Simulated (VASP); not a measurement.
# Nb2PdSe5 (P31m) in VASP: notebook

Nb2PdSe5 is run at these levels: PBE; tasks: relaxation of cell and atoms, single point.

All numbers are computed with VASP 6.6.1; they aren't measurements. Logs are shortened: lines on timing, memory, paths and dates and some standing lists are left out, and cuts for length are marked.

## (1) The cell of the first run

The structure is trigonal, space group P31m (No. 157). The conventional cell has a = 6.868 Å, b = 6.868 Å, c = 6.973 Å, α = 90.00°, β = 90.00°, γ = 120.00°. Nb (site symmetry 3) has 4 Se at 2.29 to 2.50 Å within 3.0 Å. Pd (site symmetry 3m) has 3 Se at 2.46 Å within 3.2 Å. Within 3.0 Å of Se (site symmetry 3) lie 1 Nb at 2.29 Å. Se (site symmetry m) has 1 Pd at 2.46 Å and 2 Nb at 2.50 Å within 3.2 Å.

The cell was generated, and may not be a known phase.

## (2) Relaxation of cell and atoms, PBE

INCAR

```
PREC = Accurate
ENCUT = 600
EDIFF = 1E-7
ISMEAR = 0
SIGMA = 0.02
LREAL = F
LASPH = T
NELM = 100
ALGO = Normal
ISIF = 3
LWAVE = F
LCHARG = F
GGA = PE
IBRION = 2
NSW = 100
EDIFFG = -0.01
```

KPOINTS

```
Automatic mesh
0
Gamma
  6 6 4
```

POSCAR

```
Nb2PdSe5
1.0
    6.8678622024      0.0000000000      0.0000000000
   -3.4339311012      5.9477431370      0.0000000000
    0.0000000000      0.0000000000      6.9725301192
Nb Pd Se
2 1 5
Direct
    0.3333333333      0.6666666667      0.7567643514
    0.6666666667      0.3333333333      0.7567643514
    0.0000000000      0.0000000000      0.7867754907
    0.3333333333      0.6666666667      0.4287337996
    0.6666666667      0.3333333333      0.4287337996
    0.3371214885      0.0000000000      0.9063161124
    0.0000000000      0.3371214885      0.9063161124
    0.6628785115      0.6628785115      0.9063161124
```

Potentials or basis: VASP PAW PBE potentials, release 64 (Nb_sv, Pd, Se).

Command:

```sh
> cat potpaw_PBE.64/Nb_sv/POTCAR potpaw_PBE.64/Pd/POTCAR potpaw_PBE.64/Se/POTCAR > POTCAR
> mpirun -np 1 vasp_std > vasp.out
```

OUTCAR:

```text
PREC = Accurate
   ENCUT = 600
   EDIFF = 1E-7
   ISMEAR = 0
   LREAL = F
   LASPH = T
   NELM = 100
   ISIF = 3
   GGA = PE
   IBRION = 2
   NSW = 100
   EDIFFG = -0.01

 ion  position               nearest neighbor table
   1  0.333  0.667  0.757-   4 2.29   6 2.50   7 2.50   8 2.50
   2  0.667  0.333  0.757-   5 2.29   7 2.50   6 2.50   8 2.50
   3  0.000  0.000  0.787-   6 2.46   7 2.46   8 2.46
   4  0.333  0.667  0.429-   1 2.29
   5  0.667  0.333  0.429-   2 2.29
   6  0.337  0.000  0.906-   3 2.46   1 2.50   2 2.50
   7  0.000  0.337  0.906-   3 2.46   2 2.50   1 2.50
   8  0.663  0.663  0.906-   3 2.46   1 2.50   2 2.50

  LATTYP: Found a hexagonal cell.
 ALAT       =     6.8678622024
 C/A-ratio  =     1.0152402471

  Lattice vectors:

 A1 = (   6.8678622024,   0.0000000000,   0.0000000000)
 A2 = (  -3.4339311012,   5.9477431370,   0.0000000000)
 A3 = (   0.0000000000,   0.0000000000,   6.9725301192)

Analysis of symmetry for initial positions (statically):
=====================================================================
 Subroutine PRICEL returns:
 Original cell was already a primitive cell.

 Routine SETGRP: Setting up the symmetry group for a
 hexagonal supercell.

 Subroutine GETGRP returns: Found  6 space group operations
 (whereof  6 operations were pure point group operations)
 out of a pool of 24 trial point group operations.

The static configuration has the point symmetry C_3v.

Analysis of symmetry for dynamics (positions and initial velocities):
=====================================================================
 Subroutine PRICEL returns:
 Original cell was already a primitive cell.

 Routine SETGRP: Setting up the symmetry group for a
 hexagonal supercell.

 Subroutine GETGRP returns: Found  6 space group operations
 (whereof  6 operations were pure point group operations)
 out of a pool of 24 trial point group operations.

The dynamic configuration has the point symmetry C_3v.

 Subroutine INISYM returns: Found  6 space group operations
 (whereof  6 operations are pure point group operations),
 and found     1 'primitive' translations

----------------------------------------------------------------------------------------

                                     Primitive cell

  volume of cell :     284.8159

  direct lattice vectors                    reciprocal lattice vectors
     6.867862202  0.000000000  0.000000000     0.145605717  0.084065500  0.000000000
    -3.433931101  5.947743137  0.000000000     0.000000000  0.168131000  0.000000000
     0.000000000  0.000000000  6.972530119     0.000000000  0.000000000  0.143419961

  length of vectors
     6.867862202  6.867862202  6.972530119     0.168131000  0.168131000  0.143419961

  position of ions in fractional coordinates (direct lattice)
     0.333333333  0.666666667  0.756764351
     0.666666667  0.333333333  0.756764351
     0.000000000  0.000000000  0.786775491
     0.333333333  0.666666667  0.428733800
     0.666666667  0.333333333  0.428733800
     0.337121489  0.000000000  0.906316112
     0.000000000  0.337121489  0.906316112
     0.662878511  0.662878511  0.906316112

  ion indices of the primitive-cell ions
   primitive index   ion index
                 1           1
                 2           2
                 3           3
                 4           4
                 5           5
                 6           6
                 7           7
                 8           8

----------------------------------------------------------------------------------------

 KPOINTS: Automatic mesh

Automatic generation of k-mesh.
 Grid dimensions read from file:
 generate k-points for:    6    6    4

 Generating k-lattice:

  Cartesian coordinates                     Fractional coordinates (reciprocal lattice)
     0.024267619  0.014010917  0.000000000     0.166666667  0.000000000  0.000000000
     0.000000000  0.028021833  0.000000000     0.000000000  0.166666667  0.000000000
     0.000000000  0.000000000  0.035854990     0.000000000  0.000000000  0.250000000

  Length of vectors
     0.028021833  0.028021833  0.035854990

  Shift w.r.t. Gamma in fractional coordinates (k-lattice)
     0.000000000  0.000000000  0.000000000

 Subroutine IBZKPT returns following result:
 ===========================================

 Found     24 irreducible k-points:

 Following reciprocal coordinates:
            Coordinates               Weight
  0.000000  0.000000  0.000000      1.000000
  0.166667  0.000000  0.000000      6.000000
  0.333333  0.000000  0.000000      6.000000
  0.500000 -0.000000  0.000000      3.000000
  0.166667  0.166667  0.000000      6.000000
  0.333333  0.166667  0.000000     12.000000
[... 16 lines left out ...]
  0.333333  0.166667  0.500000     12.000000
  0.333333  0.333333  0.500000      2.000000
   k-points           NKPTS =     24   k-points in BZ     NKDIM =     24   number of bands    NBANDS=     39
   number of dos      NEDOS =    301   number of ions     NIONS =      8
   total plane-waves  NPLWV = 175616
   dimension x,y,z NGX =    56 NGY =   56 NGZ =   56
   dimension x,y,z NGXF=   112 NGYF=  112 NGZF=  112
   ions per type =               2   1   5
   NGX,Y,Z   is equivalent  to a cutoff of  13.56, 13.56, 13.35 a.u.
   NGXF,Y,Z  is equivalent  to a cutoff of  27.11, 27.11, 26.70 a.u.
 SYSTEM =  unknown system
   PREC   = accura    normal or accurate (medium, high low for compatibility)
   ISTART =      0    job   : 0-new  1-cont  2-samecut
   ICHARG =      2    charge: 1-file 2-atom 10-const
   ISPIN  =      1    spin polarized calculation?
   LNONCOLLINEAR =      F non collinear calculations
   LSORBIT =      F    spin-orbit coupling
   LASPH  =      T    aspherical Exc in radial PAW
   ENCUT  =  600.0 eV  44.10 Ry    6.64 a.u.  13.72 13.72 13.93*2*pi/ulx,y,z
   NELM   =    100;   NELMIN=  2; NELMDL= -5     # of ELM steps
   EDIFF  = 0.1E-06   stopping-criterion for ELM
   LREAL  =      F    real-space projection
   EDIFFG = -.1E-01   stopping-criterion for IOM
   NSW    =    100    number of steps for IOM
   IBRION =      2    ionic relax: 0-MD 1-quasi-New 2-CG
   NFREE  =      1    steps in history (QN), initial steepest desc. (CG)
   ISIF   =      3    stress and relaxation
   ISYM   =      2    0-nonsym 1-usesym 2-fastsym
   POTIM  = 0.5000    time-step for ionic-motion
   TEBEG  =    0.0;   TEEND  =   0.0 temperature during run
   PSTRESS=    0.0 pullay stress
   NELECT =      66.0000    total number of electrons
   NUPDOWN=      -1.0000    fix difference up-down
   EMIN   =  10.00;   EMAX   =-10.00  energy-range for DOS
   EFERMI =   0.00;   METHOD = LEGACY
   ISMEAR =     0;   SIGMA  =   0.02  broadening in eV -4-tet -1-fermi 0-gaus
   EFERMI_NEDOS =   21; number of points for ismear=-14 and -15
   IALGO  =     38    algorithm
   IMIX   =      4    mixing-type and parameters
     AMIX     =   0.40;   BMIX     =  1.00
     AMIX_MAG =   1.60;   BMIX_MAG =  1.00
  volume/ion in A,a.u.               =      35.60       240.25
  Fermi-wavevector in a.u.,A,eV,Ry     =   1.005545  1.900204 13.757127  1.011120
  Thomas-Fermi vector in A             =   2.138231
   LORBIT       =      0    0 simple, 1 ext, 2 COOP (PROOUT), +10 PAW based schemes
   GGA     = PE    functional components
   LHFCALC =     F    Hartree Fock is set to
   AEXX    =    0.0000 exact exchange contribution
   IVDW    =     0    specifies the selected vdW correction
   LEPSILON=     F    determine dielectric tensor
   LRPA    =     F    only Hartree local field effects (RPA)
 conjugate gradient relaxation of ions
 non-spin polarized calculation
 Gauss-broadening in eV      SIGMA  =   0.02
  energy-cutoff  :      600.00
  volume of cell :      284.82
 maximum number of plane-waves:      9568
   NGX = 27   NGY = 27   NGZ = 27

--------------------------------------- Ionic step        1  -------------------------------------------

 number of electron      65.9999998 magnetization

 Free energy of the ion-electron system (eV)
  ---------------------------------------------------
  ext. energy  EPLUGINS =         0.00000000
  ---------------------------------------------------
  free energy    TOTEN  =       -45.95611223 eV

  energy without entropy =      -45.95611223  energy(sigma->0) =      -45.95611223

------------------------ aborting loop because EDIFF is reached ----------------------------------------

  FORCE on cell =-STRESS in cart. coord.  units (eV):
  Direction    XX          YY          ZZ          XY          YZ          ZX
  --------------------------------------------------------------------------------------
  -------------------------------------------------------------------------------------
  Total        0.2752451      0.2752451      0.1482434      0.0000000      0.0000000      0.0000000
  in kB        1.5483388      1.5483388      0.8339150      0.0000000      0.0000000      0.0000000
  external PRESSURE =       1.3101975 kB  Pullay stress =       0.0000000 kB
[... 195 lines left out ...]
  energy  without entropy=      -45.9566564428  energy(sigma->0) =      -45.95665644

--------------------------------------- Ionic step        6  -------------------------------------------

 number of electron      65.9999997 magnetization

 Free energy of the ion-electron system (eV)
  ---------------------------------------------------
  ext. energy  EPLUGINS =         0.00000000
  ---------------------------------------------------
  free energy    TOTEN  =       -45.95673581 eV

  energy without entropy =      -45.95673581  energy(sigma->0) =      -45.95673581

 E-fermi :   1.4949     XC(G=0):  -7.6276

 val. band max:        1.2547527178   @ k =   0.5000  -0.0000   0.5000
 cond. band min:       1.9186345655   @ k =  -0.3333  -0.3333   0.2500
 fundamental gap:      0.6638818477
 Fermi energy:         1.4948795943

 k-point     1 :       0.0000    0.0000    0.0000
  band No.  band energies     occupation
      1     -54.0758      2.00000
      2     -54.0730      2.00000
      3     -30.2082      2.00000
      4     -30.2082      2.00000
      5     -30.1725      2.00000
      6     -30.1725      2.00000
[... 1032 lines left out ...]
  FREE ENERGIE OF THE ION-ELECTRON SYSTEM (eV)
  ---------------------------------------------------
  free  energy   TOTEN  =       -45.9567358086 eV

  energy  without entropy=      -45.9567358086  energy(sigma->0) =      -45.95673581

 reached required accuracy - stopping structural energy minimisation
```

Run time: 17 min. Hardware: 1 thread of Intel Xeon 6975P-C (Granite Rapids), shared host; peak memory 0.66 GiB.

What came out:

| Item | Value |
| --- | --- |
| Free energy | -45.9567 eV |
| Relaxed volume | 35.71 Å³/atom |
| Relaxed cell | a = 6.878 Å, b = 6.878 Å, c = 6.973 Å, α = 90.00°, β = 90.00°, γ = 120.00° |
| Space group after relaxing (to 0.1 Å) | P31m (No. 157) |
| Energy gained by relaxing | 0.1 meV/atom |
| Ionic steps | 6 |
| Pressure after relaxing | 0.0 GPa |
| Largest force after relaxing | 0.009 eV/Å |
| Band gap on the k mesh | 0.66 eV (least direct gap 0.81 eV) |

Forces in eV/Å, atoms in the order of the input:
```
Nb   0.000  0.000  0.001
Nb   0.000  0.000  0.001
Pd   0.000  0.000  0.005
Se   0.000  0.000  0.006
Se   0.000  0.000  0.006
Se  -0.007  0.000 -0.006
Se   0.003 -0.006 -0.006
Se   0.003  0.006 -0.006
```

The path:
```csv
step,energy change (eV),largest force (eV/Å),pressure (GPa),volume (Å³)
1,0.0000,0.0426,0.13,284.82
2,-0.0003,0.0596,-0.11,286.02
3,-0.0004,0.0336,-0.02,285.57
4,-0.0005,0.0513,0.01,285.70
5,-0.0005,0.0328,0.00,285.66
6,-0.0006,0.0093,0.01,285.71
```

Final structure:
```xyz
8
Lattice="6.8783 0.0000 0.0000 -3.4391 5.9568 0.0000 0.0000 0.0000 6.9731" Properties=species:S:1:pos:R:3 pbc="T T T"
Nb    0.0000    3.9712    5.2784
Nb    3.4391    1.9856    5.2784
Pd   -3.4391    5.9568    5.4834
Se    0.0000    3.9712    2.9906
Se    3.4391    1.9856    2.9906
Se    2.3223    0.0000    6.3193
Se   -1.1611    2.0112    6.3193
Se    2.2780    3.9456    6.3193
```

Caveat: semilocal functionals underestimate gaps, and a narrow one can read as zero. A k mesh can miss the band edges.

## (3) Single point, PBE

This run uses another cell than the first one, of 36.25 Å³/atom.

INCAR

```
  PREC = Accurate
  ENCUT = 520
  EDIFF = 1E-6
  ISMEAR = 0
  SIGMA = 0.02
  LREAL = F
  LASPH = T
  NELM = 100
  ALGO = Normal
  ISIF = 2
  LWAVE = F
  LCHARG = F
  GGA = PE
  NBANDS = 43
```

KPOINTS

```
regular mesh
0
Gamma
  6 6 4
```

POSCAR

```
Nb2PdSe5
1.0
    6.8862179627      0.0000000000      0.0000000000
   -3.4431089813      5.9636396917      0.0000000000
    0.0000000000      0.0000000000      7.0619865284
Nb Pd Se
2 1 5
Direct
    0.3333333333      0.6666666667      0.7566969098
    0.6666666667      0.3333333333      0.7566969098
    0.0000000000      0.0000000000      0.7871464725
    0.3333333333      0.6666666667      0.4328476768
    0.6666666667      0.3333333333      0.4328476768
    0.3376949475      0.0000000000      0.9034948281
    0.0000000000      0.3376949475      0.9034948281
    0.6623050525      0.6623050525      0.9034948281
```

Potentials or basis: VASP PAW PBE potentials, release 64 (Nb_sv, Pd, Se).

Command:

```sh
> cat potpaw_PBE.64/Nb_sv/POTCAR potpaw_PBE.64/Pd/POTCAR potpaw_PBE.64/Se/POTCAR > POTCAR
> mpirun -np 1 vasp_std > vasp.out
```

OUTCAR:

```text
PREC = Accurate
   ENCUT = 520
   EDIFF = 1E-6
   ISMEAR = 0
   LREAL = F
   LASPH = T
   NELM = 100
   ISIF = 2
   GGA = PE

 ion  position               nearest neighbor table
   1  0.333  0.667  0.757-   4 2.29   6 2.51   7 2.51   8 2.51
   2  0.667  0.333  0.757-   5 2.29   7 2.51   6 2.51   8 2.51
   3  0.000  0.000  0.787-   7 2.47   6 2.47   8 2.47
   4  0.333  0.667  0.433-   1 2.29
   5  0.667  0.333  0.433-   2 2.29
   6  0.338  0.000  0.903-   3 2.47   1 2.51   2 2.51
   7  0.000  0.338  0.903-   3 2.47   2 2.51   1 2.51
[... 1315 lines left out ...]
  Total       -0.0238241     -0.0238241     -0.0026552     -0.0000000      0.0000000      0.0000000
  in kB       -0.1316160     -0.1316160     -0.0146683     -0.0000000      0.0000000      0.0000000
  external PRESSURE =      -0.0926334 kB  Pullay stress =       0.0000000 kB

 VOLUME and BASIS-vectors are now :
 -----------------------------------------------------------------------------
  energy-cutoff  :      520.00
  volume of cell :      290.01
      direct lattice vectors                 reciprocal lattice vectors
     6.886217963  0.000000000  0.000000000     0.145217593  0.083841417  0.000000000
    -3.443108981  5.963639692  0.000000000     0.000000000  0.167682833  0.000000000
     0.000000000  0.000000000  7.061986528     0.000000000  0.000000000  0.141603215

 POSITION                                       TOTAL-FORCE (eV/Angst)
 -----------------------------------------------------------------------------------
     -0.00000      3.97576      5.34378         0.000000      0.000000      0.008048
      3.44311      1.98788      5.34378        -0.000000      0.000000      0.008048
      0.00000      0.00000      5.55882        -0.000000     -0.000000     -0.011309
     -0.00000      3.97576      3.05676        -0.000000      0.000000     -0.004969
      3.44311      1.98788      3.05676         0.000000     -0.000000     -0.004969
      2.32544      0.00000      6.38047         0.007116      0.000000      0.001717
     -1.16272      2.01389      6.38047        -0.003558      0.006162      0.001717
      2.28039      3.94975      6.38047        -0.003558     -0.006162      0.001717
 -----------------------------------------------------------------------------------
    total drift:                                0.000001      0.000002      0.003300

  FREE ENERGIE OF THE ION-ELECTRON SYSTEM (eV)
  ---------------------------------------------------
  free  energy   TOTEN  =       -45.9574289607 eV

  energy  without entropy=      -45.9574289607  energy(sigma->0) =      -45.95742896
```

stdout:

```text
POSCAR found type information on POSCAR NbPdSe
 POSCAR found :  3 types and       8 ions
 scaLAPACK will be used
 LDA part: xc-table for (Slater+PW92), standard interpolation
 POSCAR, INCAR and KPOINTS ok, starting setup
 FFT: planning ... GRIDC
 FFT: planning ... GRID_SOFT
 FFT: planning ... GRID
 WAVECAR not read
 entering main loop
```

Wall time 3.7 min (1 thread of Intel Xeon 6975P-C (Granite Rapids), shared host); peak memory 0.58 GiB.

What came out:

```
Free energy            : -45.9574 eV
Pressure               : 0.0 GPa
Largest force          : 0.011 eV/Å
Band gap on the k mesh : 0.68 eV (least direct gap 0.81 eV)
```

Forces on the atoms (eV/Å):
```
Nb   0.000  0.000  0.008
Nb   0.000  0.000  0.008
Pd   0.000  0.000 -0.011
Se   0.000  0.000 -0.005
Se   0.000  0.000 -0.005
Se   0.007  0.000  0.002
Se  -0.004  0.006  0.002
Se  -0.004 -0.006  0.002
```

Levels at points of the mesh, in eV from the valence-band top:
| k point | band 31 | band 32 | band 33 | band 34 | band 35 | band 36 |
| --- | --- | --- | --- | --- | --- | --- |
| (0.00, 0.00, 0.00) | -1.02 | -0.73 | -0.73 | 1.40 | 1.40 | 1.63 |
| (0.50, 0.00, 0.00) | -0.82 | -0.48 | -0.09 | 0.75 | 0.87 | 1.34 |
| (0.00, 0.00, 0.50) | -1.01 | -0.66 | -0.66 | 1.36 | 1.36 | 1.76 |
| (0.50, 0.00, 0.50) | -0.70 | -0.40 | 0.00 | 0.81 | 0.98 | 1.23 |

Caveat: semilocal functionals underestimate gaps, and a narrow one can read as zero. A k mesh can miss the band edges.
